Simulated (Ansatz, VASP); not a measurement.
PbS in VASP and in Ansatz

The input INCAR:

```
SYSTEM = PbS
ALGO = Normal
EDIFF = 1E-7
ENCUT = 520
ISIF = 2
ISMEAR = -1
LASPH = .TRUE.
LCHARG = .FALSE.
LREAL = .FALSE.
LWAVE = .FALSE.
NBANDS = 17
NELM = 100
PREC = Accurate
SIGMA = 0.05
```

Contents of KPOINTS:

```
k-points
0
G
  6 6 6
  0 0 0
```

File POSCAR:

```
PbS
1.0
    3.9847873500      0.0000000000      0.0000000000
   -1.9923936750      3.4509267213      0.0000000000
    0.0000000000      0.0000000000      3.6909913498
Pb S
1 1
Direct
    0.0000000000      0.0000000000      0.0000000000
    0.6666666667      0.3333333333      0.5000000000
```

Input for Ansatz:

```yaml
crystal:
  lattice:
    - [3.984787349996959, 0.0, 0.0]
    - [-1.9923936749984794, 3.4509267212510384, 0.0]
    - [0.0, 0.0, 3.6909913497954934]
  atoms:
    - { symbol: Pb, position: [0.0, 0.0, 0.0] }
    - { symbol: S, position: [0.6666666666666666, 0.3333333333333333, 0.5] }
basis:
  ecutwfc: 500.0
kpoints:
  mp_grid:
    grid: [6, 6, 6]
hamiltonian:
  xc: lda
scf:
  occupations:
    method: fermi_dirac
    width: 0.05
output:
  stress: true
```

Alike in both runs: task single point; functional LDA; k mesh 6 × 6 × 6; occupations fermi-dirac, width 0.05 eV; no spin polarisation.

|  | VASP | Ansatz |
| --- | --- | --- |
| version | VASP 6.6.1 | Ansatz 0.2.0 |
| potentials or method | VASP PAW LDA potentials, release 64 (Pb_d, S), cutoff 520 eV | plane waves, PAW |
| valence electrons in the cell | 20 | 20 |

Ansatz gave:

```
pressure (GPa)                                                : -0.5
traceless stress, the component that is largest in VASP (GPa) : 0.78
```

What did VASP give for the same quantities?

Pressure (GPa): -0.5; traceless stress, the component that is largest in VASP (GPa): 0.83.

LDA's correlation is that of Perdew and Zunger in VASP and of Perdew and Wang (1992) in Ansatz.

Neither program's run includes spin-orbit coupling.
